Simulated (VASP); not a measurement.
# BH7C16 in VASP: notebook, part 2 of 2

VASP 6.6.1. Earlier steps stand in the parts before.

## Step 3: Single point, PBE

The input, INCAR:

```
SYSTEM = BH7C16
ALGO     = Normal         ! electronic algorithm
EDIFF    = 1E-6           ! SCF threshold, eV
ENCUT    = 520            ! plane-wave cutoff, eV
GGA      = PE             ! functional
ISIF     = 2              ! what is computed and relaxed
ISMEAR   = 0              ! smearing method
LASPH    = .True.         ! aspherical terms in the spheres
LCHARG   = .True.         ! write CHGCAR
LELF     = .True.         ! ELF
LREAL    = Auto         
LVHAR    = .True.       
LWAVE    = .False.        ! write WAVECAR
NBANDS   = 55             ! bands
NELM     = 100            ! most SCF steps
PREC     = Accurate       ! precision mode
SIGMA    = 0.05           ! smearing width, eV
```

The input, KPOINTS:

```
k-points
0
Gamma
  3 3 1
  0 0 0
```

The input, POSCAR:

```
BH7C16
1.0
    5.0487420000      0.0000000000      0.0000000000
    2.5243710000      4.3723390000      0.0000000000
    0.0000000000      0.0000000000     16.6764260000
H C B
7 16 1
Direct
    0.1666667848      0.1666666285      0.0599648870
    0.6666667848      0.1666666285      0.0599648870
    0.1666666285      0.6666667429      0.0599648870
    0.6666666285      0.6666667429      0.0599648870
    1.4865037127      0.0068798417      0.3445683146
    0.4948263776      0.5030870205      0.3471219793
    0.8678903421     -0.1792582872      0.4181077528
    0.1666667848      0.1666666285      0.1259262626
    0.6666667848      0.1666666285      0.1259262626
    0.1666666285      0.6666667429      0.1259262626
    0.6666666285      0.6666667429      0.1259262626
   -0.1666666285      0.3333332571      0.1568252694
    0.3333333715      0.3333332571      0.1568252694
   -0.1666667848      0.8333333715      0.1568252694
    0.3333334133      0.8333333715      0.1568252694
   -0.1594726810      0.3303058157      0.2570071669
    0.3326992729      0.3384689522      0.2498661284
   -0.1746594409      0.8376646916      0.2456721842
    0.3327982953      0.8294308836      0.2497930312
    0.0039932063     -0.0159052169      0.2825952635
    0.4907003588      0.0049570722      0.2781929413
    0.0039590951      0.5135253694      0.2827604668
    0.5058317921      0.4974454177      0.2804889369
    0.9675183681     -0.2308878612      0.3509819190
```

Potentials or basis: VASP PAW PBE potentials, release 64 (H, C, B).

Command:

```console
$ cat potpaw_PBE.64/H/POTCAR potpaw_PBE.64/C/POTCAR potpaw_PBE.64/B/POTCAR > POTCAR
$ mpirun -np 1 vasp_std > vasp.out
```

OUTCAR:

```text
SYSTEM = BH7C16
   EDIFF = 1E-6
   ENCUT = 520
   GGA = PE
   ISIF = 2
   ISMEAR = 0
   LASPH = .True.
   LREAL = Auto
   NELM = 100
   PREC = Accurate

 ion  position               nearest neighbor table
   1  0.167  0.167  0.060-   8 1.10
   2  0.667  0.167  0.060-   9 1.10
   3  0.167  0.667  0.060-  10 1.10
   4  0.667  0.667  0.060-  11 1.10
   5  0.487  0.007  0.345-  21 1.11
   6  0.495  0.503  0.347-  23 1.11
   7  0.868  0.821  0.418-  24 1.20
   8  0.167  0.167  0.126-   1 1.10  13 1.55  15 1.55  12 1.55
[... 500 lines left out ...]
  Total        1.5865593     -2.3670485     -1.1511202     -3.3685664     -0.1310747     -0.3850979
  in kB        6.9050511    -10.3019101     -5.0099253    -14.6607337     -0.5704655     -1.6760301
  external PRESSURE =      -2.8022615 kB  Pullay stress =       0.0000000 kB

 VOLUME and BASIS-vectors are now :
 -----------------------------------------------------------------------------
  energy-cutoff  :      520.00
  volume of cell :      368.13
      direct lattice vectors                 reciprocal lattice vectors
     5.048742000  0.000000000  0.000000000     0.198069143 -0.114355268  0.000000000
     2.524371000  4.372339000  0.000000000     0.000000000  0.228710537  0.000000000
     0.000000000  0.000000000 16.676426000     0.000000000  0.000000000  0.059964887

 POSITION                                       TOTAL-FORCE (eV/Angst)
 -----------------------------------------------------------------------------------
      1.26219      0.72872      1.00000         0.022303     -0.012013     -0.227797
      3.78656      0.72872      1.00000         0.034226      0.032010     -0.228443
      2.52437      2.91489      1.00000        -0.038997      0.024314     -0.181107
      5.04874      2.91489      1.00000        -0.008459     -0.041740     -0.229340
      2.47360      0.03008      5.74617        -0.005067      0.001356      0.028539
      3.76823      2.19967      5.78875        -0.076222      0.039785     -0.011989
[... 16 lines left out ...]
      3.80955      2.17500      4.67755         0.006468     -0.005257      0.014921
      6.82627      3.36282      5.85312        -0.028266     -0.074351     -0.012060
 -----------------------------------------------------------------------------------
    total drift:                                0.007489     -0.004256     -0.056267

  FREE ENERGIE OF THE ION-ELECTRON SYSTEM (eV)
  ---------------------------------------------------
  free  energy   TOTEN  =      -174.8357090574 eV

  energy  without entropy=     -174.8357090574  energy(sigma->0) =     -174.83570906
```

OSZICAR:

```text
N       E                     dE             d eps       ncg     rms          rms(c)
DAV:   1     0.501240156712E+03    0.50124E+03   -0.32302E+04   550   0.113E+03
DAV:   2    -0.119073002707E+03   -0.62031E+03   -0.58917E+03   772   0.269E+02
DAV:   3    -0.182971743741E+03   -0.63899E+02   -0.63418E+02   684   0.878E+01
[... 15 lines left out ...]
DAV:  19    -0.174835693584E+03   -0.62623E-04   -0.54663E-06   532   0.499E-03    0.659E-04
DAV:  20    -0.174835703498E+03   -0.99143E-05   -0.48434E-07   469   0.188E-03    0.332E-04
DAV:  21    -0.174835707370E+03   -0.38715E-05   -0.19321E-07   460   0.108E-03    0.137E-04
DAV:  22    -0.174835708759E+03   -0.13891E-05   -0.81323E-08   468   0.707E-04    0.107E-04
DAV:  23    -0.174835709057E+03   -0.29837E-06   -0.19910E-08   468   0.447E-04
   1 F= -.17483571E+03 E0= -.17483571E+03  d E =-.113980E-12
```

Wall time 3.1 min (1 thread of AMD EPYC 9R14 (Zen 4), shared host); peak memory 0.42 GiB.

Results:

| Item | Value |
| --- | --- |
| Free energy | -174.8357 eV |
| Largest force | 2.432 eV/Å |
| Band gap on the k mesh | 2.54 eV, direct |

Forces in eV/Å, atoms in the order of the input:
```
H    0.022 -0.012 -0.228
H    0.034  0.032 -0.228
H   -0.039  0.024 -0.181
H   -0.008 -0.042 -0.229
H   -0.005  0.001  0.029
H   -0.076  0.040 -0.012
H   -0.015 -0.012  0.010
C   -0.080  0.047  1.271
C    0.058  0.109  1.184
C    0.067 -0.040  1.035
C   -0.064 -0.107  1.176
C    0.497 -0.251  0.278
C    0.056  0.197 -0.868
C   -0.320  0.200 -2.402
C   -0.119 -0.132 -0.885
C    0.008 -0.006  0.004
C   -0.001  0.002  0.009
C   -0.001  0.006 -0.003
C   -0.001  0.007 -0.001
C    0.011  0.017  0.012
C    0.002  0.002 -0.004
C   -0.005 -0.003  0.032
C    0.006 -0.005  0.015
B   -0.028 -0.074 -0.012
```

Levels at points of the mesh, in eV from the valence-band top:
```tsv
k point	band 35	band 36	band 37	band 38	band 39	band 40
(0.00, 0.00, 0.00)	-0.97	-0.09	0.00	2.54	3.32	4.05
```

Caveat: the k points lie up to 0.48 Å⁻¹ apart.

## Step 4: Single point, PBE

The input, INCAR:

```
PREC = Accurate ; ENCUT = 520
EDIFF = 1E-6 ; ISMEAR = 0
SIGMA = 0.05 ; LREAL = Auto
LASPH = True ; NELM = 60
ALGO = Normal ; ISIF = 2
LWAVE = False ; LCHARG = False
GGA = PE ; NBANDS = 55
```

The input, KPOINTS:

```
regular mesh
0
Gamma
  3 3 1
```

The input, POSCAR:

```
BH7C16
1.0
    5.0487420000      0.0000000000      0.0000000000
    2.5243710000      4.3723390000      0.0000000000
    0.0000000000      0.0000000000     16.6764260000
H C B
7 16 1
Direct
    0.1666667848      0.1666666285      0.0599648870
    0.6666667848      0.1666666285      0.0599648870
    0.1666666285      0.6666667429      0.0599648870
    0.6666666285      0.6666667429      0.0599648870
    1.5052564814      0.0052287803      0.3469114425
    1.0071998910      0.5071107249      0.3444900604
    0.8169265187      0.3167794171      0.4178330537
    0.1666667848      0.1666666285      0.1259262626
    0.6666667848      0.1666666285      0.1259262626
    0.1666666285      0.6666667429      0.1259262626
    0.6666666285      0.6666667429      0.1259262626
   -0.1666666285      0.3333332571      0.1568252694
    0.3333333715      0.3333332571      0.1568252694
   -0.1666665867      0.8333333715      0.1568252694
    0.3333334133      0.8333333715      0.1568252694
   -0.1623962227      0.3376245529      0.2457033060
    0.3382914117      0.3294099565      0.2497159763
   -0.1705827453      0.8382865555      0.2497163361
    0.3299824055      0.8299710978      0.2571681126
   -0.0164799439      0.0128828071      0.2826712390
    0.4975028601     -0.0025165020      0.2803738043
    0.0048814384      0.5048865150      0.2781570224
    0.5128972374      0.4835066540      0.2826723784
    0.7662344393      0.2662037413      0.3508742221
```

Potentials or basis: VASP PAW PBE potentials, release 64 (H, C, B).

Command:

```console
$ cat potpaw_PBE.64/H/POTCAR potpaw_PBE.64/C/POTCAR potpaw_PBE.64/B/POTCAR > POTCAR
$ mpirun -np 1 vasp_std > vasp.out
```

OUTCAR:

```text
PREC = Accurate
   ENCUT = 520
   EDIFF = 1E-6
   ISMEAR = 0
   LREAL = Auto
   LASPH = True
   NELM = 60
   ISIF = 2
   GGA = PE

 ion  position               nearest neighbor table
   1  0.167  0.167  0.060-   8 1.10
   2  0.667  0.167  0.060-   9 1.10
   3  0.167  0.667  0.060-  10 1.10
   4  0.667  0.667  0.060-  11 1.10
   5  0.505  0.005  0.347-  21 1.11
   6  0.007  0.507  0.344-  22 1.11
   7  0.817  0.317  0.418-  24 1.20
   8  0.167  0.167  0.126-   1 1.10  13 1.55  15 1.55  12 1.55
   9  0.667  0.167  0.126-   2 1.10  12 1.55  14 1.55  13 1.55
  10  0.167  0.667  0.126-   3 1.10  14 1.55  15 1.55  13 1.55
  11  0.667  0.667  0.126-   4 1.10  15 1.55  14 1.55  12 1.55
  12  0.833  0.333  0.157-  16 1.48   9 1.55   8 1.55  11 1.55
  13  0.333  0.333  0.157-   8 1.55   9 1.55  10 1.55  17 1.55
  14  0.833  0.833  0.157-  10 1.55   9 1.55  11 1.55  18 1.55
  15  0.333  0.833  0.157-  11 1.55   8 1.55  10 1.55  19 1.67
  16  0.838  0.338  0.246-  12 1.48  23 1.55  20 1.55  22 1.56  24 1.86
  17  0.338  0.329  0.250-  22 1.53  21 1.54  23 1.54  13 1.55
  18  0.829  0.838  0.250-  22 1.53  21 1.54  20 1.54  14 1.55
  19  0.330  0.830  0.257-  21 1.52  20 1.57  23 1.57  15 1.67
  20  0.984  0.013  0.283-  18 1.54  16 1.55  19 1.57  24 1.65
  21  0.498  0.997  0.280-   5 1.11  19 1.52  18 1.54  17 1.54
  22  0.005  0.505  0.278-   6 1.11  18 1.53  17 1.53  16 1.56
  23  0.513  0.484  0.283-  17 1.54  16 1.55  19 1.57  24 1.65
  24  0.766  0.266  0.351-   7 1.20  20 1.65  23 1.65  16 1.86

  LATTYP: Found a hexagonal cell.
 ALAT       =     5.0487421480
 C/A-ratio  =     3.3030853055

  Lattice vectors:

 A1 = (  -2.5243710000,  -4.3723390000,   0.0000000000)
 A2 = (   5.0487420000,   0.0000000000,   0.0000000000)
 A3 = (   0.0000000000,   0.0000000000,  16.6764260000)

Analysis of symmetry for initial positions (statically):
=====================================================================
 Subroutine PRICEL returns:
 Original cell was already a primitive cell.

 Routine SETGRP: Setting up the symmetry group for a
 hexagonal supercell.

 Subroutine GETGRP returns: Found  1 space group operations
 (whereof  1 operations were pure point group operations)
 out of a pool of 24 trial point group operations.

The static configuration has the point symmetry C_1 .

Analysis of symmetry for dynamics (positions and initial velocities):
=====================================================================
 Subroutine PRICEL returns:
 Original cell was already a primitive cell.

 Routine SETGRP: Setting up the symmetry group for a
 hexagonal supercell.

 Subroutine GETGRP returns: Found  1 space group operations
 (whereof  1 operations were pure point group operations)
 out of a pool of 24 trial point group operations.

The dynamic configuration has the point symmetry C_1 .

 Subroutine INISYM returns: Found  1 space group operations
 (whereof  1 operations are pure point group operations),
 and found     1 'primitive' translations

----------------------------------------------------------------------------------------

                                     Primitive cell

  volume of cell :     368.1290
[... 89 lines left out ...]
            Coordinates               Weight
  0.000000  0.000000  0.000000      1.000000
  0.333333  0.000000  0.000000      2.000000
  0.333333  0.333333  0.000000      2.000000
  0.000000  0.333333  0.000000      2.000000
 -0.333333  0.333333  0.000000      2.000000
   k-points           NKPTS =      5   k-points in BZ     NKDIM =      5   number of bands    NBANDS=     55
   number of dos      NEDOS =    301   number of ions     NIONS =     24
   total plane-waves  NPLWV = 201600
   dimension x,y,z NGX =    40 NGY =   40 NGZ =  126
   dimension x,y,z NGXF=    80 NGYF=   80 NGZF=  252
   ions per type =               7  16   1
   NGX,Y,Z   is equivalent  to a cutoff of  13.17, 13.17, 12.56 a.u.
   NGXF,Y,Z  is equivalent  to a cutoff of  26.34, 26.34, 25.12 a.u.
 SYSTEM =  unknown system
   PREC   = accura    normal or accurate (medium, high low for compatibility)
   ISTART =      0    job   : 0-new  1-cont  2-samecut
   ICHARG =      2    charge: 1-file 2-atom 10-const
   ISPIN  =      1    spin polarized calculation?
   LNONCOLLINEAR =      F non collinear calculations
   LSORBIT =      F    spin-orbit coupling
   LASPH  =      T    aspherical Exc in radial PAW
   ENCUT  =  520.0 eV  38.22 Ry    6.18 a.u.   9.39  9.39 31.01*2*pi/ulx,y,z
   NELM   =     60;   NELMIN=  2; NELMDL= -5     # of ELM steps
   EDIFF  = 0.1E-05   stopping-criterion for ELM
   LREAL  =      T    real-space projection
   EDIFFG = 0.1E-04   stopping-criterion for IOM
   NSW    =      0    number of steps for IOM
   IBRION =     -1    ionic relax: 0-MD 1-quasi-New 2-CG
   NFREE  =      0    steps in history (QN), initial steepest desc. (CG)
   ISIF   =      2    stress and relaxation
   ISYM   =      2    0-nonsym 1-usesym 2-fastsym
   POTIM  = 0.5000    time-step for ionic-motion
   TEBEG  =    0.0;   TEEND  =   0.0 temperature during run
   PSTRESS=    0.0 pullay stress
   NELECT =      74.0000    total number of electrons
   NUPDOWN=      -1.0000    fix difference up-down
   EMIN   =  10.00;   EMAX   =-10.00  energy-range for DOS
   EFERMI =   0.00;   METHOD = LEGACY
   ISMEAR =     0;   SIGMA  =   0.05  broadening in eV -4-tet -1-fermi 0-gaus
   EFERMI_NEDOS =   21; number of points for ismear=-14 and -15
   IALGO  =     38    algorithm
   IMIX   =      4    mixing-type and parameters
     AMIX     =   0.40;   BMIX     =  1.00
     AMIX_MAG =   1.60;   BMIX_MAG =  1.00
  volume/ion in A,a.u.               =      15.34       103.51
  Fermi-wavevector in a.u.,A,eV,Ry     =   0.959000  1.812248 12.513027  0.919682
  Thomas-Fermi vector in A             =   2.088158
   LORBIT       =      0    0 simple, 1 ext, 2 COOP (PROOUT), +10 PAW based schemes
   GGA     = PE    functional components
   LHFCALC =     F    Hartree Fock is set to
   AEXX    =    0.0000 exact exchange contribution
   IVDW    =     0    specifies the selected vdW correction
   LEPSILON=     F    determine dielectric tensor
   LRPA    =     F    only Hartree local field effects (RPA)
 non-spin polarized calculation
 Gauss-broadening in eV      SIGMA  =   0.05
  energy-cutoff  :      520.00
  volume of cell :      368.13
 maximum number of plane-waves:      9916
 NGX is ok and might be reduce to    40
   NGX = 19   NGY = 19   NGZ = 63

 number of electron      74.0000002 magnetization

 Free energy of the ion-electron system (eV)
  ---------------------------------------------------
  ext. energy  EPLUGINS =         0.00000000
  ---------------------------------------------------
  free energy    TOTEN  =      -174.83728033 eV

  energy without entropy =     -174.83728033  energy(sigma->0) =     -174.83728033

 E-fermi :  -0.3036     XC(G=0):  -5.1259

 val. band max:       -0.5622585795   @ k =   0.0000   0.0000   0.0000
 cond. band min:       1.9779200020   @ k =   0.0000   0.0000   0.0000
 fundamental gap:      2.5401785816
 Fermi energy:        -0.3035988380

 k-point     1 :       0.0000    0.0000    0.0000
  band No.  band energies     occupation
      1     -20.3514      2.00000
      2     -17.8594      2.00000
      3     -15.5855      2.00000
      4     -14.9951      2.00000
      5     -14.6926      2.00000
      6     -14.1751      2.00000
[... 249 lines left out ...]
     48       6.8094      0.00000
     49       7.0121      0.00000
 [bands above 49 left out]

------------------------ aborting loop because EDIFF is reached ----------------------------------------

  FORCE on cell =-STRESS in cart. coord.  units (eV):
  Direction    XX          YY          ZZ          XY          YZ          ZX
  --------------------------------------------------------------------------------------
  -------------------------------------------------------------------------------------
  Total        1.5872183     -2.2939690     -0.9787753      3.3619518      0.0084621      0.0048815
  in kB        6.9079192     -9.9838523     -4.2598429     14.6319457      0.0368288      0.0212452
  external PRESSURE =      -2.4452587 kB  Pullay stress =       0.0000000 kB

 VOLUME and BASIS-vectors are now :
 -----------------------------------------------------------------------------
  energy-cutoff  :      520.00
  volume of cell :      368.13
      direct lattice vectors                 reciprocal lattice vectors
     5.048742000  0.000000000  0.000000000     0.198069143 -0.114355268  0.000000000
     2.524371000  4.372339000  0.000000000     0.000000000  0.228710537  0.000000000
     0.000000000  0.000000000 16.676426000     0.000000000  0.000000000  0.059964887

 POSITION                                       TOTAL-FORCE (eV/Angst)
 -----------------------------------------------------------------------------------
      1.26219      0.72872      1.00000         0.010236     -0.043128     -0.228816
      3.78656      0.72872      1.00000         0.041571      0.023960     -0.180281
      2.52437      2.91489      1.00000        -0.019216     -0.011111     -0.227767
      5.04874      2.91489      1.00000        -0.032199      0.030452     -0.228870
      2.56411      0.02286      5.78524        -0.001213     -0.000530      0.016901
      1.31649      2.21726      5.74486         0.003395      0.003229      0.037286
[... 16 lines left out ...]
      3.81004      2.11406      4.71397        -0.021722      0.013505      0.020975
      4.54052      1.16393      5.85133         0.006983      0.003173      0.007550
 -----------------------------------------------------------------------------------
    total drift:                               -0.008182     -0.004613     -0.050669

  FREE ENERGIE OF THE ION-ELECTRON SYSTEM (eV)
  ---------------------------------------------------
  free  energy   TOTEN  =      -174.8372803340 eV

  energy  without entropy=     -174.8372803340  energy(sigma->0) =     -174.83728033
```

It took 2.8 min on 1 thread of AMD EPYC 9R14 (Zen 4), shared host; peak memory 0.42 GiB.

Results:

- Free energy: -174.8373 eV
- Largest force: 2.423 eV/Å
- Band gap on the k mesh: 2.54 eV, direct

Forces on the atoms (eV/Å):
```
H    0.010 -0.043 -0.229
H    0.042  0.024 -0.180
H   -0.019 -0.011 -0.228
H   -0.032  0.030 -0.229
H   -0.001 -0.001  0.017
H    0.003  0.003  0.037
H   -0.002  0.000  0.011
C    0.064 -0.108  1.181
C   -0.067 -0.038  1.031
C    0.082  0.048  1.264
C   -0.062  0.110  1.181
C    0.337  0.195 -2.392
C    0.143 -0.123 -0.907
C   -0.035  0.185 -0.907
C   -0.464 -0.268  0.286
C   -0.009 -0.008 -0.011
C    0.002  0.004  0.013
C    0.005  0.000  0.013
C   -0.006 -0.003 -0.010
C    0.001 -0.024  0.021
C    0.005  0.005  0.025
C    0.016  0.007 -0.017
C   -0.022  0.014  0.021
B    0.007  0.003  0.008
```

Caveat: the k points lie up to 0.48 Å⁻¹ apart.
